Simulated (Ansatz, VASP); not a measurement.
MgO: VASP beside Ansatz

POSCAR

```
MgO
1.0
    4.2042173703      0.0000000000      0.0000000000
    0.0000000000     -4.2042173703      0.0000000000
    0.0000000000      0.0000000000     -4.2042173703
Mg O
4 4
Direct
   -0.0126142404     -0.0126142404      0.0000000000
    0.5000000000      0.5000000000      0.0000000000
    0.5000000000      0.0000000000      0.5000000000
    0.0000000000      0.5000000000      0.5000000000
    0.5000000000      0.0000000000      0.0000000000
    0.0000000000      0.5000000000      0.0000000000
    0.0000000000      0.0000000000      0.5000000000
    0.5000000000      0.5000000000      0.5000000000
```

File INCAR.step1:

```
PREC = Accurate
ENCUT = 520
ISMEAR = 0
SIGMA = 0.05
LREAL = F
LASPH = T
NELM = 100
NBANDS = 26
GGA = PE
ALGO = Normal
EDIFF = 1E-4
LWAVE = T
LCHARG = F
```

INCAR.step2

```
PREC = Accurate
ENCUT = 520
EDIFF = 1E-7
ISMEAR = 0
SIGMA = 0.05
LREAL = F
LASPH = T
NELM = 100
ALGO = Normal
ISIF = 2
LWAVE = F
LCHARG = T
METAGGA = R2SCAN
LMIXTAU = T
LELF = T
LVHAR = T
NBANDS = 26
ISTART = 1
```

Contents of KPOINTS:

```
regular mesh
0
Gamma
  6 6 6
```

Input for Ansatz:

```yaml
crystal:
  lattice:
    - [4.2042173703, 0.0, 0.0]
    - [0.0, -4.2042173703, 0.0]
    - [0.0, 0.0, -4.2042173703]
  atoms:
    - { symbol: Mg, position: [-0.0126142404, -0.0126142404, 0.0] }
    - { symbol: Mg, position: [0.5, 0.5, 0.0] }
    - { symbol: Mg, position: [0.5, 0.0, 0.5] }
    - { symbol: Mg, position: [0.0, 0.5, 0.5] }
    - { symbol: O, position: [0.5, 0.0, 0.0] }
    - { symbol: O, position: [0.0, 0.5, 0.0] }
    - { symbol: O, position: [0.0, 0.0, 0.5] }
    - { symbol: O, position: [0.5, 0.5, 0.5] }
basis:
  ecutwfc: 500
kpoints:
  mp_grid: { grid: [6, 6, 6] }
hamiltonian:
  xc: r2scan
scf:
  occupations: { method: gaussian, width: 0.05 }
output:
  forces: true
  stress: true
  eigenvalues: true
  write_density: true
  write_potential: true
  elf: true
  volumetric_format: npy
```

Alike in both runs: task single point; functional r2SCAN; k mesh 6 × 6 × 6; occupations gaussian, width 0.05 eV; no spin polarisation.

|  | VASP | Ansatz |
| --- | --- | --- |
| version | VASP 6.6.1 | Ansatz 0.2.0 |
| potentials or method | VASP PAW PBE potentials, release 64 (Mg, O), cutoff 520 eV | scalar-relativistic, plane waves, PAW |
| valence electrons in the cell | 32 | 64 |

Ansatz gave:

```
gap on the k mesh at the Fermi level (eV)                     : 5.68
least direct gap on the mesh (eV)                             : 5.68
pressure (GPa)                                                : 0.2
traceless stress, the component that is largest in VASP (GPa) : -0.16
rms of the force components (eV/Å)                            : 0.177
```

What did VASP give for the same quantities?

gap on the k mesh at the Fermi level (eV): 5.66; least direct gap on the mesh (eV): 5.66; pressure (GPa): -1.0; traceless stress, the component that is largest in VASP (GPa): -0.17; rms of the force components (eV/Å): 0.178.

VASP's potentials were made for PBE, not for r2SCAN. Atom by atom the forces differ by 0.002 eV/Å (rms over components). The functional is the same, so the differences come from potentials, cutoffs and numerics. VASP's potentials hold 32 valence electrons a cell and Ansatz's 64, so a difference there can come from the potentials and not from the codes.
